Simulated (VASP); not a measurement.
ZnSe, 2 atoms in the cell. It takes space group F-43m (No. 216, cubic). The conventional cell has a = 5.719 Å, b = 5.719 Å, c = 5.719 Å, α = 90.00°, β = 90.00°, γ = 90.00°. Zn (site symmetry -43m) has 4 Se at 2.48 Å within 3.3 Å. Se (site symmetry -43m) has 4 Zn at 2.48 Å within 3.3 Å. 

```yaml
Program: VASP 6.6.1
Task: single point
Functional: LDA
Potentials_or_basis: VASP PAW LDA potentials, release 64 (Zn, Se)
Cutoff: 500 eV
k_mesh: 6 × 6 × 6
Occupations: gaussian, width 0.05 eV
Spin: no spin polarisation
Dipole_correction: no
Further_INCAR_settings: ALGO = Normal; EDIFF = 1e-06; NBANDS = 16
```

Potentials or basis: VASP PAW LDA potentials, release 64 (Zn, Se).

The run is started by

```bash
$ cat potpaw_LDA.64/Zn/POTCAR potpaw_LDA.64/Se/POTCAR > POTCAR
$ mpirun -np 1 vasp_std > vasp.out
```

Hardware: 1 thread of AMD EPYC 7R43 64-Core Processor (Zen 3), with other jobs on the host.

Task: How long does it take, and how much memory?

Result: It took 12 s on 1 thread of AMD EPYC 7R43 64-Core Processor (Zen 3) (shared host), peak memory 0.11 GiB. Counts: scf iterations 12, k points 16.
